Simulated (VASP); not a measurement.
# Mn (Fd-3m) in VASP: notebook

The runs below take Mn through single point, with PBE.

Program: VASP 6.6.1. These are calculated values, not measurements. Logs are shortened: lines on timing, memory, paths and dates and some standing lists are left out, and cuts for length are marked.

### Step 1. The cell of the first run

Symmetry: Fd-3m, No. 227, cubic system. The conventional cell has a = 4.885 Å, b = 4.885 Å, c = 4.885 Å, α = 90.00°, β = 90.00°, γ = 90.00°. Within 2.8 Å of Mn (site symmetry -43m) lie 4 Mn at 2.12 Å.

This isn't the form of Mn at room conditions, which is a 58-atom cubic cell.

### Step 2. Single point, PBE (14.57 Å³/atom)

INCAR reads:

```
  PREC = Accurate
  ENCUT = 520
  EDIFF = 1E-7
  ISMEAR = -1
  SIGMA = 0.1
  LREAL = False
  LASPH = True
  NELM = 80
  ALGO = Normal
  ISIF = 2
  LWAVE = False
  LCHARG = False
  GGA = PE
  NBANDS = 20
```

KPOINTS reads:

```
Automatic mesh
0
Gamma
  18 18 18
```

POSCAR reads:

```
Mn
1.0
    0.0000000000      2.4426911866      2.4426911866
    2.4426911866      0.0000000000      2.4426911866
    2.4426911866      2.4426911866      0.0000000000
Mn
2
Direct
    0.1250000000      0.1250000000      0.1250000000
    0.8750000000      0.8750000000      0.8750000000
```

Potentials or basis: VASP PAW PBE potentials, release 64 (Mn_pv).

On the command line:

```console
$ cat potpaw_PBE.64/Mn_pv/POTCAR > POTCAR
$ mpirun -np 1 vasp_std > vasp.out
```

OUTCAR:

```text
PREC = Accurate
   ENCUT = 520
   EDIFF = 1E-7
   ISMEAR = -1
   LREAL = False
   LASPH = True
   NELM = 80
   ISIF = 2
   GGA = PE

 ion  position               nearest neighbor table
   1  0.125  0.125  0.125-   2 2.12   2 2.12   2 2.12   2 2.12
   2  0.875  0.875  0.875-   1 2.12   1 2.12   1 2.12   1 2.12

  LATTYP: Found a face centered cubic cell.
 ALAT       =     4.8853823732

  Lattice vectors:

 A1 = (   0.0000000000,   2.4426911866,   2.4426911866)
 A2 = (   2.4426911866,   0.0000000000,   2.4426911866)
 A3 = (   2.4426911866,   2.4426911866,   0.0000000000)

Analysis of symmetry for initial positions (statically):
=====================================================================
 Subroutine PRICEL returns:
 Original cell was already a primitive cell.

 Routine SETGRP: Setting up the symmetry group for a
 face centered cubic supercell.

 Subroutine GETGRP returns: Found 48 space group operations
 (whereof 12 operations were pure point group operations)
 out of a pool of 48 trial point group operations.

The static configuration has the point symmetry D_3d.
 The point group associated with its full space group is O_h .

Analysis of symmetry for dynamics (positions and initial velocities):
=====================================================================
 Subroutine PRICEL returns:
 Original cell was already a primitive cell.

 Routine SETGRP: Setting up the symmetry group for a
 face centered cubic supercell.

 Subroutine GETGRP returns: Found 48 space group operations
 (whereof 12 operations were pure point group operations)
 out of a pool of 48 trial point group operations.

The dynamic configuration has the point symmetry D_3d.
 The point group associated with its full space group is O_h .

 Subroutine INISYM returns: Found 48 space group operations
 (whereof 12 operations are pure point group operations),
 and found     1 'primitive' translations

----------------------------------------------------------------------------------------

                                     Primitive cell

  volume of cell :      29.1498

  direct lattice vectors                    reciprocal lattice vectors
     0.000000000  2.442691187  2.442691187    -0.204692268  0.204692268  0.204692268
     2.442691187  0.000000000  2.442691187     0.204692268 -0.204692268  0.204692268
     2.442691187  2.442691187  0.000000000     0.204692268  0.204692268 -0.204692268

  length of vectors
     3.454487005  3.454487005  3.454487005     0.354537409  0.354537409  0.354537409

  position of ions in fractional coordinates (direct lattice)
     0.125000000  0.125000000  0.125000000
     0.875000000  0.875000000  0.875000000

  ion indices of the primitive-cell ions
   primitive index   ion index
                 1           1
                 2           2

----------------------------------------------------------------------------------------

 KPOINTS: Automatic mesh

Automatic generation of k-mesh.
 Grid dimensions read from file:
 generate k-points for:   18   18   18

 Generating k-lattice:

  Cartesian coordinates                     Fractional coordinates (reciprocal lattice)
    -0.011371793  0.011371793  0.011371793     0.055555556  0.000000000  0.000000000
     0.011371793 -0.011371793  0.011371793     0.000000000  0.055555556  0.000000000
     0.011371793  0.011371793 -0.011371793     0.000000000  0.000000000  0.055555556

  Length of vectors
     0.019696523  0.019696523  0.019696523

  Shift w.r.t. Gamma in fractional coordinates (k-lattice)
     0.000000000  0.000000000  0.000000000

 Subroutine IBZKPT returns following result:
 ===========================================

 Found    195 irreducible k-points:

 Following reciprocal coordinates:
            Coordinates               Weight
  0.000000  0.000000  0.000000      1.000000
  0.055556  0.000000  0.000000      8.000000
  0.111111  0.000000  0.000000      8.000000
  0.166667  0.000000  0.000000      8.000000
  0.222222  0.000000  0.000000      8.000000
  0.277778  0.000000  0.000000      8.000000
[... 16 lines left out ...]
 -0.277778  0.055556  0.000000     24.000000
 -0.222222  0.055556  0.000000     24.000000
 [... further k-points ...]
   k-points           NKPTS =    195   k-points in BZ     NKDIM =    195   number of bands    NBANDS=     20
   number of dos      NEDOS =    301   number of ions     NIONS =      2
   total plane-waves  NPLWV =  21952
   dimension x,y,z NGX =    28 NGY =   28 NGZ =   28
   dimension x,y,z NGXF=    56 NGYF=   56 NGZF=   56
   ions per type =               2
   NGX,Y,Z   is equivalent  to a cutoff of  13.47, 13.47, 13.47 a.u.
   NGXF,Y,Z  is equivalent  to a cutoff of  26.95, 26.95, 26.95 a.u.
 SYSTEM =  unknown system
   PREC   = accura    normal or accurate (medium, high low for compatibility)
   ISTART =      0    job   : 0-new  1-cont  2-samecut
   ICHARG =      2    charge: 1-file 2-atom 10-const
   ISPIN  =      1    spin polarized calculation?
   LNONCOLLINEAR =      F non collinear calculations
   LSORBIT =      F    spin-orbit coupling
   LASPH  =      T    aspherical Exc in radial PAW
   ENCUT  =  520.0 eV  38.22 Ry    6.18 a.u.   6.42  6.42  6.42*2*pi/ulx,y,z
   NELM   =     80;   NELMIN=  2; NELMDL= -5     # of ELM steps
   EDIFF  = 0.1E-06   stopping-criterion for ELM
   LREAL  =      F    real-space projection
   EDIFFG = 0.1E-05   stopping-criterion for IOM
   NSW    =      0    number of steps for IOM
   IBRION =     -1    ionic relax: 0-MD 1-quasi-New 2-CG
   NFREE  =      0    steps in history (QN), initial steepest desc. (CG)
   ISIF   =      2    stress and relaxation
   ISYM   =      2    0-nonsym 1-usesym 2-fastsym
   POTIM  = 0.5000    time-step for ionic-motion
   TEBEG  =    0.0;   TEEND  =   0.0 temperature during run
   PSTRESS=    0.0 pullay stress
   NELECT =      26.0000    total number of electrons
   NUPDOWN=      -1.0000    fix difference up-down
   EMIN   =  10.00;   EMAX   =-10.00  energy-range for DOS
   EFERMI =   0.00;   METHOD = LEGACY
   ISMEAR =    -1;   SIGMA  =   0.10  broadening in eV -4-tet -1-fermi 0-gaus
   EFERMI_NEDOS =   21; number of points for ismear=-14 and -15
   IALGO  =     38    algorithm
   IMIX   =      4    mixing-type and parameters
     AMIX     =   0.40;   BMIX     =  1.00
     AMIX_MAG =   1.60;   BMIX_MAG =  1.00
  volume/ion in A,a.u.               =      14.57        98.36
  Fermi-wavevector in a.u.,A,eV,Ry     =   1.575871  2.977965 33.788300  2.483370
  Thomas-Fermi vector in A             =   2.676790
   LORBIT       =      0    0 simple, 1 ext, 2 COOP (PROOUT), +10 PAW based schemes
   GGA     = PE    functional components
   LHFCALC =     F    Hartree Fock is set to
   AEXX    =    0.0000 exact exchange contribution
   IVDW    =     0    specifies the selected vdW correction
   LEPSILON=     F    determine dielectric tensor
   LRPA    =     F    only Hartree local field effects (RPA)
 non-spin polarized calculation
  energy-cutoff  :      520.00
  volume of cell :       29.15
 maximum number of plane-waves:       801
 NGX is ok and might be reduce to    28
   NGX = 13   NGY = 13   NGZ = 13

 number of electron      26.0000003 magnetization

 Free energy of the ion-electron system (eV)
  ---------------------------------------------------
  ext. energy  EPLUGINS =         0.00000000
  ---------------------------------------------------
  free energy    TOTEN  =       -15.18079008 eV

  energy without entropy =      -15.11656598  energy(sigma->0) =      -15.14867803

 E-fermi :   6.4999     XC(G=0): -11.9057

 val. band max:        6.4895480116   @ k =  -0.3889   0.3889   0.0000
 cond. band min:       6.5158943031   @ k =  -0.4444   0.5000   0.0556
 fundamental gap:      0.0263462915
 Fermi energy:         6.4998916030

 k-point     1 :       0.0000    0.0000    0.0000
  band No.  band energies     occupation
      1     -41.4435      2.00000
      2     -41.4435      2.00000
      3     -41.4435      2.00000
      4     -40.6477      2.00000
      5     -40.6477      2.00000
      6     -40.6477      2.00000
[... 12 lines left out ...]
     19      21.3637      0.00000
     20      21.3637      0.00000

 k-point     2 :       0.0556    0.0000    0.0000
  band No.  band energies     occupation
      1     -41.4467      2.00000
      2     -41.4467      2.00000
      3     -41.4435      2.00000
      4     -40.6484      2.00000
      5     -40.6445      2.00000
      6     -40.6445      2.00000
[... 12 lines left out ...]
     19      20.9099      0.00000
     20      20.9099      0.00000

 k-point     3 :       0.1111    0.0000    0.0000
  band No.  band energies     occupation
      1     -41.4557      2.00000
      2     -41.4557      2.00000
      3     -41.4436      2.00000
      4     -40.6503      2.00000
      5     -40.6354      2.00000
      6     -40.6354      2.00000
[... 12 lines left out ...]
     19      20.3421      0.00000
     20      20.3421      0.00000

 k-point     4 :       0.1667    0.0000    0.0000
  band No.  band energies     occupation
      1     -41.4692      2.00000
      2     -41.4692      2.00000
      3     -41.4437      2.00000
      4     -40.6530      2.00000
      5     -40.6219      2.00000
      6     -40.6219      2.00000
[... 12 lines left out ...]
     19      19.8178      0.00000
     20      19.8178      0.00000

 k-point     5 :       0.2222    0.0000    0.0000
  band No.  band energies     occupation
      1     -41.4851      2.00000
      2     -41.4851      2.00000
      3     -41.4442      2.00000
      4     -40.6561      2.00000
      5     -40.6058      2.00000
      6     -40.6058      2.00000
[... 12 lines left out ...]
     19      19.3458      0.00000
     20      19.3458      0.00000
[... 353 lines left out ...]
      6     -40.5434      2.00000
[... 12 lines left out ...]
     19      17.3920      0.00000
     20      18.4039      0.00000

 k-point    22 :      -0.3333    0.0556    0.0000
  band No.  band energies     occupation
      1     -41.5404      2.00000
      2     -41.5179      2.00000
      3     -41.4283      2.00000
      4     -40.6778      2.00000
      5     -40.5726      2.00000
      6     -40.5528      2.00000
[... 12 lines left out ...]
     19      17.4612      0.00000
     20      18.9111      0.00000

 k-point    23 :      -0.2778    0.0556    0.0000
  band No.  band energies     occupation
      1     -41.5264      2.00000
      2     -41.5028      2.00000
      3     -41.4298      2.00000
      4     -40.6736      2.00000
      5     -40.5878      2.00000
      6     -40.5665      2.00000
[... 12 lines left out ...]
     19      17.6558      0.00000
     20      19.4877      0.00000

 k-point    24 :      -0.2222    0.0556    0.0000
  band No.  band energies     occupation
      1     -41.5092      2.00000
      2     -41.4864      2.00000
      3     -41.4319      2.00000
      4     -40.6686      2.00000
      5     -40.6043      2.00000
      6     -40.5831      2.00000
[... 12 lines left out ...]
     19      17.9596      0.00000
     20      20.1139      0.00000

 [... further k-points ...]

------------------------ aborting loop because EDIFF is reached ----------------------------------------

  FORCE on cell =-STRESS in cart. coord.  units (eV):
  Direction    XX          YY          ZZ          XY          YZ          ZX
  --------------------------------------------------------------------------------------
  -------------------------------------------------------------------------------------
  Total        1.2919304      1.2919304      1.2919304      0.0000000     -0.0000000      0.0000000
  in kB       71.0090992     71.0090992     71.0090992      0.0000000     -0.0000000      0.0000000
  external PRESSURE =      71.0090992 kB  Pullay stress =       0.0000000 kB

 VOLUME and BASIS-vectors are now :
 -----------------------------------------------------------------------------
  energy-cutoff  :      520.00
  volume of cell :       29.15
      direct lattice vectors                 reciprocal lattice vectors
     0.000000000  2.442691187  2.442691187    -0.204692268  0.204692268  0.204692268
     2.442691187  0.000000000  2.442691187     0.204692268 -0.204692268  0.204692268
     2.442691187  2.442691187  0.000000000     0.204692268  0.204692268 -0.204692268

 POSITION                                       TOTAL-FORCE (eV/Angst)
 -----------------------------------------------------------------------------------
      0.61067      0.61067      0.61067        -0.000000      0.000000     -0.000000
      4.27471      4.27471      4.27471         0.000000     -0.000000      0.000000
 -----------------------------------------------------------------------------------
    total drift:                                0.000000     -0.000000     -0.000000

  FREE ENERGIE OF THE ION-ELECTRON SYSTEM (eV)
  ---------------------------------------------------
  free  energy   TOTEN  =       -15.1807900797 eV

  energy  without entropy=      -15.1165659791  energy(sigma->0) =      -15.14867803
```

It took 72 s on 1 thread of Intel Xeon Platinum 8488C (Sapphire Rapids), shared host; peak memory 0.22 GiB.

Results:

| Property | Result |
| --- | --- |
| Free energy | -15.1808 eV |
| Pressure | 7.1 GPa |
| Band gap on the k mesh | zero (bands 13 and 14 overlap by 0.71 eV) |

Caveat: the cell stands under pressure; the run has no spin polarisation, though such a crystal can be magnetic.

### Step 3. Single point, PBE

This run uses another cell than the first one, of 15.18 Å³/atom.

INCAR reads:

```
SYSTEM = Mn
PREC = Accurate
ENCUT = 520
EDIFF = 1E-6
ISMEAR = -1
SIGMA = 0.1
LREAL = .False.
LASPH = .True.
NELM = 60
ALGO = Normal
ISIF = 2
LWAVE = .False.
LCHARG = .False.
GGA = PE
NBANDS = 20
```

KPOINTS reads:

```
regular mesh
0
Gamma
  18 18 18
  0 0 0
```

POSCAR reads:

```
Mn
1.0
    0.0000000000      2.4761568683      2.4761568683
    2.4761568683      0.0000000000      2.4761568683
    2.4761568683      2.4761568683      0.0000000000
Mn
2
Direct
    0.1250000000      0.1250000000      0.1250000000
    0.8750000000      0.8750000000      0.8750000000
```

Potentials or basis: VASP PAW PBE potentials, release 64 (Mn_pv).

On the command line:

```console
$ cat potpaw_PBE.64/Mn_pv/POTCAR > POTCAR
$ mpirun -np 1 vasp_std > vasp.out
```

It took 63 s on 1 thread of Intel Xeon Platinum 8488C (Sapphire Rapids), shared host; peak memory 0.22 GiB.

It converged, with:

```
Free energy            : -15.2092 eV
Pressure               : 0.5 GPa
Band gap on the k mesh : zero (bands 13 and 14 overlap by 0.69 eV)
```

Levels at points of the mesh, in eV from the Fermi level:
| k point | band 9 | band 10 | band 11 | band 12 | band 13 | band 14 | band 15 | band 16 | band 17 | band 18 |
| --- | --- | --- | --- | --- | --- | --- | --- | --- | --- | --- |
| (0.00, 0.00, 0.00) | -2.10 | -1.70 | -1.70 | -1.70 | 0.42 | 0.42 | 0.42 | 2.25 | 2.25 | 14.48 |
| (0.50, 0.00, 0.00) | -1.97 | -1.97 | -1.73 | -1.73 | -0.47 | 1.06 | 1.06 | 1.95 | 1.95 | 3.38 |
| (0.50, 0.50, 0.00) | -1.65 | -1.65 | -0.62 | -0.62 | 0.06 | 0.06 | 2.17 | 2.17 | 3.53 | 3.53 |

Caveat: the run has no spin polarisation, though such a crystal can be magnetic. Spin polarisation is off, so any magnetic state and its effect on volume and gap are missing.

### Step 4. Single point, PBE (15.18 Å³/atom)

This run uses another cell than the first one, of 15.18 Å³/atom.

INCAR reads:

```
ALGO     = Normal         # electronic algorithm
EDIFF    = 1E-6           # SCF threshold, eV
ENCUT    = 520            # plane-wave cutoff, eV
GGA      = PE             # functional
ISIF     = 2              # what is computed and relaxed
ISMEAR   = -1             # smearing method
LASPH    = T              # aspherical terms in the spheres
LCHARG   = F              # write CHGCAR
LREAL    = F              # projectors in reciprocal space
LWAVE    = F              # write WAVECAR
NBANDS   = 20             # bands
NELM     = 80             # most SCF steps
PREC     = Accurate       # precision mode
SIGMA    = 0.1            # smearing width, eV
```

KPOINTS reads:

```
k-points
0
Gamma
  18 18 18
```

POSCAR is that of step 3.

On the command line:

```console
$ cat potpaw_PBE.64/Mn_pv/POTCAR > POTCAR
$ mpirun -np 1 vasp_std > vasp.out
```

It took 71 s on 1 thread of Intel Xeon Platinum 8488C (Sapphire Rapids), shared host; peak memory 0.22 GiB.

It converged, with:

- Free energy: -15.2092 eV
- Pressure: 0.5 GPa
- Band gap on the k mesh: zero (bands 13 and 14 overlap by 0.69 eV)

Levels at points of the mesh, in eV from the Fermi level:
```csv
k point,band 11,band 12,band 13,band 14,band 15,band 16
"(0.00, 0.00, 0.00)",-1.70,-1.70,0.42,0.42,0.42,2.25
"(0.50, 0.00, 0.00)",-1.73,-1.73,-0.47,1.06,1.06,1.95
"(0.50, 0.50, 0.00)",-0.62,-0.62,0.06,0.06,2.17,2.17
```

Caveat: the run has no spin polarisation, though such a crystal can be magnetic.

(Continued in part 2 of 2.)

The gap in the log of VASP goes by the Fermi energy; the results here count the filled bands.